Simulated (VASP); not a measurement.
# Pb (I4/mmm) in VASP: further runs

Pb is run at these levels: PBEsol; tasks: single point.

Everything below comes from runs of VASP 6.6.1. Logs are shortened: lines on timing, memory, paths and dates and some standing lists are left out, and cuts for length are marked.

**1. The cell of the first run**

The structure is tetragonal, space group I4/mmm (No. 139). The conventional cell has a = 3.667 Å, b = 3.667 Å, c = 4.816 Å, α = 90.00°, β = 90.00°, γ = 90.00°. Pb (site symmetry 4/mmm) has 12 Pb at 3.54 to 3.67 Å within 4.7 Å.

**2. Single point, PBEsol (strain +0.050 along x and y, -0.025 along z)**

Input file INCAR:

```
PREC = Accurate ; ENCUT = 520
EDIFF = 1E-6 ; ISMEAR = 0
SIGMA = 0.15 ; LREAL = F
LASPH = T ; NELM = 100
ALGO = Fast ; ISIF = 2
LWAVE = F ; LCHARG = F
GGA = PS ; NBANDS = 13
```

Input file KPOINTS:

```
regular mesh
0
Gamma
  16 16 16
```

Input file POSCAR:

```
Pb
1.0
    0.0000000000      2.5932900000      2.4080550000
    2.5932900000      0.0000000000      2.4080550000
    2.5932900000      2.5932900000      0.0000000000
Pb
1
Direct
    0.0000000000      0.0000000000      0.0000000000
```

Potentials or basis: VASP PAW PBE potentials, release 64 (Pb_d).

Run with:

```
$ cat potpaw_PBE.64/Pb_d/POTCAR > POTCAR
$ mpirun -np 1 vasp_std > vasp.out
```

OUTCAR:

```text
PREC = Accurate
   ENCUT = 520
   EDIFF = 1E-6
   ISMEAR = 0
   LREAL = F
   LASPH = T
   NELM = 100
   ISIF = 2
   GGA = PS

 ion  position               nearest neighbor table
   1  0.000  0.000  0.000-

  LATTYP: Found a body centered tetragonal cell.
 ALAT       =     3.6674658892
 C/A-ratio  =     1.3131983079

  Lattice vectors:

 A1 = (   0.0000000000,  -2.5932900000,  -2.4080550000)
 A2 = (   0.0000000000,   2.5932900000,  -2.4080550000)
 A3 = (   2.5932900000,   0.0000000000,   2.4080550000)

Analysis of symmetry for initial positions (statically):
=====================================================================
 Subroutine PRICEL returns:
 Original cell was already a primitive cell.

 Routine SETGRP: Setting up the symmetry group for a
 body centered tetragonal supercell.

 Subroutine GETGRP returns: Found 16 space group operations
 (whereof 16 operations were pure point group operations)
 out of a pool of 16 trial point group operations.

The static configuration has the point symmetry D_4h.

Analysis of symmetry for dynamics (positions and initial velocities):
=====================================================================
 Subroutine PRICEL returns:
 Original cell was already a primitive cell.

 Routine SETGRP: Setting up the symmetry group for a
 body centered tetragonal supercell.

 Subroutine GETGRP returns: Found 16 space group operations
 (whereof 16 operations were pure point group operations)
 out of a pool of 16 trial point group operations.

The dynamic configuration has the point symmetry D_4h.

 Subroutine INISYM returns: Found 16 space group operations
 (whereof 16 operations are pure point group operations),
 and found     1 'primitive' translations

----------------------------------------------------------------------------------------

                                     Primitive cell

  volume of cell :      32.3891

  direct lattice vectors                    reciprocal lattice vectors
     0.000000000  2.593290000  2.408055000    -0.192805278  0.192805278  0.207636453
     2.593290000  0.000000000  2.408055000     0.192805278 -0.192805278  0.207636453
     2.593290000  2.593290000  0.000000000     0.192805278  0.192805278 -0.207636453

  length of vectors
     3.538909706  3.538909706  3.667465889     0.342725324  0.342725324  0.342725324

  position of ions in fractional coordinates (direct lattice)
     0.000000000  0.000000000  0.000000000

  ion indices of the primitive-cell ions
   primitive index   ion index
                 1           1

----------------------------------------------------------------------------------------

 KPOINTS: regular mesh

Automatic generation of k-mesh.
 Grid dimensions read from file:
 generate k-points for:   16   16   16

 Generating k-lattice:

  Cartesian coordinates                     Fractional coordinates (reciprocal lattice)
    -0.012050330  0.012050330  0.012977278     0.062500000 -0.000000000  0.000000000
     0.012050330 -0.012050330  0.012977278    -0.000000000  0.062500000  0.000000000
     0.012050330  0.012050330 -0.012977278     0.000000000  0.000000000  0.062500000

  Length of vectors
     0.021420333  0.021420333  0.021420333

  Shift w.r.t. Gamma in fractional coordinates (k-lattice)
     0.000000000  0.000000000  0.000000000

 Subroutine IBZKPT returns following result:
 ===========================================

 Found    349 irreducible k-points:

 Following reciprocal coordinates:
            Coordinates               Weight
  0.000000  0.000000  0.000000      1.000000
  0.062500  0.000000  0.000000      8.000000
  0.125000  0.000000  0.000000      8.000000
  0.187500  0.000000  0.000000      8.000000
  0.250000  0.000000  0.000000      8.000000
  0.312500  0.000000  0.000000      8.000000
[... 16 lines left out ...]
 -0.125000  0.062500  0.000000      8.000000
 -0.062500  0.062500  0.000000      4.000000
 [... further k-points ...]
   k-points           NKPTS =    349   k-points in BZ     NKDIM =    349   number of bands    NBANDS=     13
   number of dos      NEDOS =    301   number of ions     NIONS =      1
   total plane-waves  NPLWV =  21952
   dimension x,y,z NGX =    28 NGY =   28 NGZ =   28
   dimension x,y,z NGXF=    56 NGYF=   56 NGZF=   56
   ions per type =               1
   NGX,Y,Z   is equivalent  to a cutoff of  13.15, 13.15, 12.69 a.u.
   NGXF,Y,Z  is equivalent  to a cutoff of  26.31, 26.31, 25.38 a.u.
 SYSTEM =  unknown system
   PREC   = accura    normal or accurate (medium, high low for compatibility)
   ISTART =      0    job   : 0-new  1-cont  2-samecut
   ICHARG =      2    charge: 1-file 2-atom 10-const
   ISPIN  =      1    spin polarized calculation?
   LNONCOLLINEAR =      F non collinear calculations
   LSORBIT =      F    spin-orbit coupling
   LASPH  =      T    aspherical Exc in radial PAW
   ENCUT  =  520.0 eV  38.22 Ry    6.18 a.u.   6.58  6.58  6.82*2*pi/ulx,y,z
   NELM   =    100;   NELMIN=  2; NELMDL= -5     # of ELM steps
   EDIFF  = 0.1E-05   stopping-criterion for ELM
   LREAL  =      F    real-space projection
   EDIFFG = 0.1E-04   stopping-criterion for IOM
   NSW    =      0    number of steps for IOM
   IBRION =     -1    ionic relax: 0-MD 1-quasi-New 2-CG
   NFREE  =      0    steps in history (QN), initial steepest desc. (CG)
   ISIF   =      2    stress and relaxation
   ISYM   =      2    0-nonsym 1-usesym 2-fastsym
   POTIM  = 0.5000    time-step for ionic-motion
   TEBEG  =    0.0;   TEEND  =   0.0 temperature during run
   PSTRESS=    0.0 pullay stress
   NELECT =      14.0000    total number of electrons
   NUPDOWN=      -1.0000    fix difference up-down
   EMIN   =  10.00;   EMAX   =-10.00  energy-range for DOS
   EFERMI =   0.00;   METHOD = LEGACY
   ISMEAR =     0;   SIGMA  =   0.15  broadening in eV -4-tet -1-fermi 0-gaus
   EFERMI_NEDOS =   21; number of points for ismear=-14 and -15
   IALGO  =     68    algorithm
   IMIX   =      4    mixing-type and parameters
     AMIX     =   0.40;   BMIX     =  1.00
     AMIX_MAG =   1.60;   BMIX_MAG =  1.00
  volume/ion in A,a.u.               =      32.39       218.57
  Fermi-wavevector in a.u.,A,eV,Ry     =   1.237802  2.339107 20.846231  1.532155
  Thomas-Fermi vector in A             =   2.372354
   LORBIT       =      0    0 simple, 1 ext, 2 COOP (PROOUT), +10 PAW based schemes
   GGA     = PS    functional components
   LHFCALC =     F    Hartree Fock is set to
   AEXX    =    0.0000 exact exchange contribution
   IVDW    =     0    specifies the selected vdW correction
   LEPSILON=     F    determine dielectric tensor
   LRPA    =     F    only Hartree local field effects (RPA)
 non-spin polarized calculation
 RMM-DIIS sequential band-by-band and
 Gauss-broadening in eV      SIGMA  =   0.15
  energy-cutoff  :      520.00
  volume of cell :       32.39
 maximum number of plane-waves:       893
   NGX = 13   NGY = 13   NGZ = 13

 number of electron      14.0000002 magnetization

 Free energy of the ion-electron system (eV)
  ---------------------------------------------------
  ext. energy  EPLUGINS =         0.00000000
  ---------------------------------------------------
  free energy    TOTEN  =        -3.97322684 eV

  energy without entropy =       -3.96568202  energy(sigma->0) =       -3.96945443

 E-fermi :   6.4067     XC(G=0): -10.0284

 val. band max:        6.3637994701   @ k =  -0.3125   0.1250   0.3125
 cond. band min:       6.4137254579   @ k =  -0.2500   0.3125   0.0625
 fundamental gap:      0.0499259878
 Fermi energy:         6.4066710556

 k-point     1 :       0.0000    0.0000    0.0000
  band No.  band energies     occupation
      1     -10.5856      2.00000
      2     -10.5856      2.00000
      3     -10.5162      2.00000
      4     -10.4831      2.00000
      5     -10.4168      2.00000
      6      -4.9520      2.00000
      7      13.2117      0.00000
      8      13.3409      0.00000
      9      13.3409      0.00000
     10      16.1562      0.00000
     11      16.8911      0.00000
     12      18.3934      0.00000
     13      18.4072      0.00000

 k-point     2 :       0.0625    0.0000    0.0000
  band No.  band energies     occupation
      1     -10.5830      2.00000
      2     -10.5806      2.00000
      3     -10.5145      2.00000
      4     -10.4822      2.00000
      5     -10.4182      2.00000
      6      -4.8817      2.00000
      7      12.3911      0.00000
      8      13.2019      0.00000
      9      13.2163      0.00000
     10      15.9097      0.00000
     11      17.3810      0.00000
     12      18.5607      0.00000
     13      18.6209      0.00000

 k-point     3 :       0.1250    0.0000    0.0000
  band No.  band energies     occupation
      1     -10.5769      2.00000
      2     -10.5691      2.00000
      3     -10.5096      2.00000
      4     -10.4764      2.00000
      5     -10.4209      2.00000
      6      -4.6710      2.00000
      7      10.6631      0.00000
      8      12.8930      0.00000
      9      13.0348      0.00000
     10      15.5590      0.00000
     11      18.1939      0.00000
     12      18.6033      0.00000
     13      18.6909      0.00000
[... 305 lines left out ...]
 k-point    23 :      -0.1250    0.0625    0.0000
  band No.  band energies     occupation
      1     -10.5803      2.00000
      2     -10.5611      2.00000
      3     -10.4981      2.00000
      4     -10.4836      2.00000
      5     -10.4134      2.00000
      6      -4.5265      2.00000
      7      10.1550      0.00000
      8      11.9567      0.00000
      9      13.1427      0.00000
     10      15.7795      0.00000
     11      17.5887      0.00000
     12      18.1924      0.00000
     13      18.1930      0.00000

 k-point    24 :      -0.0625    0.0625    0.0000
  band No.  band energies     occupation
      1     -10.5842      2.00000
      2     -10.5743      2.00000
      3     -10.5052      2.00000
      4     -10.4854      2.00000
      5     -10.4160      2.00000
      6      -4.7741      2.00000
      7      11.7428      0.00000
      8      12.4263      0.00000
      9      13.3249      0.00000
     10      15.8672      0.00000
     11      17.6483      0.00000
     12      18.4691      0.00000
     13      18.4775      0.00000

 [... further k-points ...]
[... 5 lines left out ...]
  --------------------------------------------------------------------------------------
  -------------------------------------------------------------------------------------
  Total       -0.6818795     -0.6818795     -0.4950805      0.0000000      0.0000000      0.0000000
  in kB      -33.7302580    -33.7302580    -24.4899443      0.0000000      0.0000000      0.0000000
  external PRESSURE =     -30.6501534 kB  Pullay stress =       0.0000000 kB

 VOLUME and BASIS-vectors are now :
 -----------------------------------------------------------------------------
  energy-cutoff  :      520.00
  volume of cell :       32.39
      direct lattice vectors                 reciprocal lattice vectors
     0.000000000  2.593290000  2.408055000    -0.192805278  0.192805278  0.207636453
     2.593290000  0.000000000  2.408055000     0.192805278 -0.192805278  0.207636453
     2.593290000  2.593290000  0.000000000     0.192805278  0.192805278 -0.207636453

 POSITION                                       TOTAL-FORCE (eV/Angst)
 -----------------------------------------------------------------------------------
      0.00000      0.00000      0.00000         0.000000      0.000000      0.000000
 -----------------------------------------------------------------------------------
    total drift:                               -0.000000     -0.000000     -0.000000

  FREE ENERGIE OF THE ION-ELECTRON SYSTEM (eV)
  ---------------------------------------------------
  free  energy   TOTEN  =        -3.9732268396 eV

  energy  without entropy=       -3.9656820228  energy(sigma->0) =       -3.96945443
```

It took 62 s on 1 thread of Intel Xeon 6975P-C (Granite Rapids), shared host; peak memory 0.25 GiB.

What came out:

| Quantity | Value |
| --- | --- |
| Free energy | -3.9732 eV |
| Pressure | -3.1 GPa |
| Band gap on the k mesh | zero (band 7 reaches 13.21 eV, above the bottom of band 8 at 4.73 eV) |

Levels at points of the mesh, in eV from the Fermi level:
```
           k point  band 3  band 4  band 5  band 6  band 7  band 8  band 9  band 10  band 11  band 12
(0.00, 0.00, 0.00)  -16.92  -16.89  -16.82  -11.36    6.81    6.93    6.93     9.75    10.48    11.99
(0.50, 0.00, 0.00)  -16.93  -16.76  -16.73   -8.09   -3.92    4.66    5.61     8.63     9.38    10.25
(0.50, 0.50, 0.00)  -16.75  -16.71  -16.71   -6.37   -2.63    1.39    1.39     4.71     5.95    17.26
(0.50, 0.00, 0.50)  -16.75  -16.74  -16.69   -7.08   -3.23    2.04    2.49     5.44     6.72    17.53
```

Caveat: the cell differs from its parent crystal (strain +0.050 along x and y, -0.025 along z); the PAW data sets were made with another functional, which shifts forces and pressure a little; spin-orbit coupling is left out, which moves the levels of the heavy elements.

**3. Single point, PBEsol (strain +0.050 along x and y, +0.000 along z)**

Input file INCAR:

```
SYSTEM = Pb
PREC = Accurate
ENCUT = 520
EDIFF = 1E-6
ISMEAR = 0
SIGMA = 0.15
LREAL = .FALSE.
LASPH = .TRUE.
NELM = 100
ALGO = Fast
ISIF = 2
LWAVE = .FALSE.
LCHARG = .FALSE.
GGA = PS
NBANDS = 13
```

Input file KPOINTS:

```
regular mesh
0
G
  16 16 16
  0 0 0
```

Input file POSCAR:

```
Pb
1.0
    0.0000000000      2.5932900000      2.4698000000
    2.5932900000      0.0000000000      2.4698000000
    2.5932900000      2.5932900000      0.0000000000
Pb
1
Direct
    0.0000000000      0.0000000000      0.0000000000
```

Potentials or basis: VASP PAW PBE potentials, release 64 (Pb_d).

Run with:

```
$ cat potpaw_PBE.64/Pb_d/POTCAR > POTCAR
$ mpirun -np 1 vasp_std > vasp.out
```

It took 77 s on 1 thread of Intel Xeon 6975P-C (Granite Rapids), shared host; peak memory 0.26 GiB.

It converged, with:

```yaml
Free_energy: -3.9585 eV
Pressure: -3.9 GPa
Band_gap_on_the_k_mesh: zero (band 7 reaches 12.79 eV, above the bottom of band 8 at 4.55 eV)
```

Stress tensor (GPa, compression positive):
```
-4.10  0.00  0.00
 0.00 -4.10  0.00
 0.00  0.00 -3.38
```

Levels at points of the mesh, in eV from the Fermi level:
```
           k point  band 3  band 4  band 5  band 6  band 7  band 8  band 9  band 10  band 11  band 12
(0.00, 0.00, 0.00)  -16.93  -16.87  -16.83  -11.20    6.64    6.72    6.72     9.69    10.16    11.80
(0.50, 0.00, 0.00)  -16.93  -16.76  -16.74   -8.08   -3.80    4.71    5.37     8.55     9.22    10.29
(0.50, 0.50, 0.00)  -16.76  -16.72  -16.72   -6.58   -2.70    1.56    1.56     4.79     6.04    17.32
(0.50, 0.00, 0.50)  -16.76  -16.74  -16.71   -7.03   -3.07    1.97    2.26     5.26     6.54    17.61
```

Caveat: the cell differs from its parent crystal (strain +0.050 along x and y, +0.000 along z); the PAW data sets were made with another functional, which shifts forces and pressure a little; spin-orbit coupling is left out, which moves the levels of the heavy elements.

**4. Single point, PBEsol (strain -0.050 along x and y, +0.025 along z)**

Input file INCAR:

```
ALGO = Normal ; EDIFF = 1E-7
ENCUT = 520 ; GGA = PS
ISIF = 2 ; ISMEAR = 0
LASPH = T ; LCHARG = F
LREAL = F ; LWAVE = F
NBANDS = 13 ; NELM = 80
PREC = Accurate ; SIGMA = 0.15
```

Input file KPOINTS:

```
k-points
0
Gamma
  16 16 16
```

Input file POSCAR:

```
Pb
1.0
    0.0000000000      2.3463100000      2.5315450000
    2.3463100000      0.0000000000      2.5315450000
    2.3463100000      2.3463100000      0.0000000000
Pb
1
Direct
    0.0000000000      0.0000000000      0.0000000000
```

Run with:

```
$ cat potpaw_PBE.64/Pb_d/POTCAR > POTCAR
$ mpirun -np 1 vasp_std > vasp.out
```

Wall time 47 s (1 thread of Intel Xeon 6975P-C (Granite Rapids), shared host); peak memory 0.25 GiB.

It converged, with:

```yaml
Free_energy: -3.9706 eV
Pressure: 4.2 GPa
Band_gap_on_the_k_mesh: zero (band 7 reaches 16.14 eV, above the bottom of band 8 at 5.98 eV)
```

Stress tensor (GPa, compression positive):
```
4.76 0.00 0.00
0.00 4.76 0.00
0.00 0.00 3.00
```

Levels at points of the mesh, in eV from the Fermi level:
| k point | band 4 | band 5 | band 6 | band 7 | band 8 | band 9 | band 10 | band 11 |
| --- | --- | --- | --- | --- | --- | --- | --- | --- |
| (0.00, 0.00, 0.00) | -16.98 | -16.87 | -12.42 | 8.01 | 8.01 | 8.14 | 9.82 | 12.39 |
| (0.50, 0.00, 0.00) | -16.78 | -16.73 | -8.25 | -4.70 | 5.19 | 6.73 | 9.45 | 9.61 |
| (0.50, 0.50, 0.00) | -16.72 | -16.72 | -7.30 | -4.09 | 2.77 | 2.77 | 6.27 | 7.50 |
| (0.50, 0.00, 0.50) | -16.75 | -16.66 | -6.30 | -3.45 | 1.53 | 2.05 | 5.31 | 6.64 |

Caveat: the cell differs from its parent crystal (strain -0.050 along x and y, +0.025 along z); the PAW data sets were made with another functional, which shifts forces and pressure a little; spin-orbit coupling is left out, which moves the levels of the heavy elements.

[end of part 1 of 2]
